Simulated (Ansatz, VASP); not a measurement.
**TiSi2 in VASP and in Ansatz**

INCAR

```
SYSTEM = TiSi2
  PREC = Accurate
  ENCUT = 520
  EDIFF = 1E-6
  ISMEAR = 0
  SIGMA = 0.15
  LREAL = .FALSE.
  LASPH = .TRUE.
  NELM = 100
  ALGO = Normal
  ISIF = 2
  LWAVE = .FALSE.
  LCHARG = .FALSE.
  GGA = PE
  NBANDS = 17
```

Contents of KPOINTS:

```
Automatic mesh
0
G
  22 22 22
  0 0 0
```

Contents of POSCAR:

```
TiSi2
1.0
   -1.4856866039      1.7049078399      4.2047460604
    1.4856866039     -1.7049078399      4.2047460604
    1.4856866039      1.7049078399     -4.2047460604
Ti Si
1 2
Direct
    0.0000000000      0.0000000000      0.0000000000
    0.3296402049      0.3296402049      0.0000000000
    0.6703597951      0.6703597951      0.0000000000
```

Input for Ansatz:

```yaml
crystal:
  lattice:
    - [-1.4856866039, 1.7049078399, 4.2047460604]
    - [1.4856866039, -1.7049078399, 4.2047460604]
    - [1.4856866039, 1.7049078399, -4.2047460604]
  atoms:
    - { symbol: Ti, position: [0.0, 0.0, 0.0] }
    - { symbol: Si, position: [0.3296402049, 0.3296402049, 0.0] }
    - { symbol: Si, position: [0.6703597951, 0.6703597951, 0.0] }
basis:
  ecutwfc: 420
kpoints:
  mp_grid: { grid: [22, 22, 22] }
hamiltonian:
  xc: pbe
scf:
  occupations: { method: gaussian, width: 0.15 }
output:
  forces: true
  stress: true
  eigenvalues: true
```

Alike in both runs: task single point; functional PBE; k mesh 22 × 22 × 22; occupations gaussian, width 0.15 eV; no spin polarisation.

|  | VASP | Ansatz |
| --- | --- | --- |
| version | VASP 6.6.1 | Ansatz 0.2.0 |
| potentials or method | VASP PAW PBE potentials, release 64 (Ti_sv, Si), cutoff 520 eV | scalar-relativistic, plane waves, PAW |
| valence electrons in the cell | 20 | 20 |

Ansatz gave:

| Property | Result |
| --- | --- |
| gap on the k mesh at the Fermi level (eV) | none |
| pressure (GPa) | 0.0 |
| traceless stress, the component that is largest in VASP (GPa) | -0.28 |

**Question.** Estimate VASP's values.

**Answer.** gap on the k mesh at the Fermi level (eV): none; pressure (GPa): 0.0; traceless stress, the component that is largest in VASP (GPa): -0.27.

A gap of «none» marks a metal or a gap that the smearing closes.
